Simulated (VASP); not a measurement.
# Y: single point with PBE

Crystal: Y.

```
CELL_PARAMETERS angstrom
5.27964 0.00000 0.00000
-2.63982 4.57231 0.00000
0.00000 0.00000 3.23029
ATOMIC_POSITIONS crystal
Y 0.00000 0.00000 0.00000
Y 0.33333 0.66667 0.50000
Y 0.66667 0.33333 0.50000
```

This isn't the form of Y at room conditions, which is hcp.

```yaml
Program: VASP 6.6.1
Task: single point
Functional: PBE
Potentials_or_basis: VASP PAW PBE potentials, release 64 (Y_sv)
Cutoff: 520 eV
k_mesh: 6 × 6 × 9
Occupations: fermi-dirac, width 0.08 eV
Spin: no spin polarisation
```

The pressure is 12.0 GPa. The band gap on the k mesh is zero (an odd number of electrons rules out a gap without spin polarisation).

Levels at points of the mesh, in eV from the Fermi level:
| k point | band 13 | band 14 | band 15 | band 16 | band 17 | band 18 | band 19 | band 20 | band 21 | band 22 |
| --- | --- | --- | --- | --- | --- | --- | --- | --- | --- | --- |
| (0.00, 0.00, 0.00) | -4.90 | -1.46 | 0.24 | 0.24 | 0.30 | 0.30 | 0.51 | 1.83 | 2.73 | 2.73 |
| (0.50, 0.00, 0.00) | -2.72 | -2.57 | -2.16 | 0.26 | 0.37 | 0.43 | 0.92 | 1.61 | 1.88 | 2.37 |

It took 51 s on 1 thread of Intel(R) Xeon(R) Platinum 8488C (Sapphire Rapids), with other jobs on the host, peak memory 0.22 GiB.

Caveat: the cell stands under pressure.
